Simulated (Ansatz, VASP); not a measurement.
# AlN: VASP beside Ansatz

```
CELL_PARAMETERS angstrom
3.24200 0.00000 0.00000
-1.62100 2.80765 0.00000
0.00000 0.00000 4.22280
ATOMIC_POSITIONS crystal
Al 0.33333 0.66667 0.75000
Al 0.66667 0.33333 0.25000
N 0.33333 0.66667 0.25000
N 0.66667 0.33333 0.75000
```

Alike in both runs: task single point; functional PBEsol; k mesh 9 × 9 × 6; occupations gaussian, width 0.05 eV; no spin polarisation.

|  | VASP | Ansatz |
| --- | --- | --- |
| version | VASP 6.6.1 | Ansatz 0.2.0 |
| potentials or method | VASP PAW PBE potentials, release 64 (Al, N), cutoff 520 eV | scalar-relativistic, plane waves, PAW |
| valence electrons in the cell | 16 | 16 |

```csv
,VASP,Ansatz,Ansatz less VASP
gap on the k mesh at the Fermi level (eV),3.38,3.36,-0.015
least direct gap on the mesh (eV),3.38,3.36,-0.015
pressure (GPa),5.2,5.2,-0.04
"traceless stress, the component that is largest in VASP (GPa)",-6.05,-5.98,+0.070
```

VASP's potentials were made for PBE, not for PBEsol, and Ansatz warns of the same on its side. The functional is the same, so the differences come from potentials, cutoffs and numerics.
